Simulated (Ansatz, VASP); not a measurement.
One calculation of Mg2Si3N, two programs

```
Mg Si N
1.0
     4.02610    0.00000    0.00000
    -2.01305    3.48670    0.00000
     0.00000    0.00000    6.51677
Mg Si N
2 3 1
Direct
  0.33333 0.66667 0.13598
  0.66667 0.33333 0.86402
  0.33333 0.66667 0.57924
  0.66667 0.33333 0.42076
  0.00000 0.00000 0.50000
  0.00000 0.00000 0.00000
```

Change from the starting cell: species swapped into the Li3PrBi2 type (P-3m1, No. 164).

Alike in both runs: functional PBE; k mesh 5 × 5 × 3; occupations gaussian, width 0.2 eV; no spin polarisation.

Ansatz relaxed the structure, and its values are those at the end. VASP's run is a single point on that final structure, the one shown.

```csv
,VASP,Ansatz
version,VASP 6.6.1,Ansatz 0.2.0
potentials or method,"VASP PAW PBE potentials, release 64 (Mg, Si, N), cutoff 600 eV","scalar-relativistic, plane waves, PAW"
valence electrons in the cell,21,37
```

|  | VASP | Ansatz | Ansatz less VASP |
| --- | --- | --- | --- |
| gap on the k mesh at the Fermi level (eV) | none | none | - |
| pressure (GPa) | 0.4 | 0.7 | +0.27 |
| rms of the force components (eV/Å) | 0.018 | 0.018 | +0.0001 |

A gap of «none» marks a metal or a gap that the smearing closes. VASP's potentials hold 21 valence electrons a cell and Ansatz's 37, so a difference there can come from the potentials and not from the codes.

The k mesh is coarse, so the values compare programs but aren't converged.
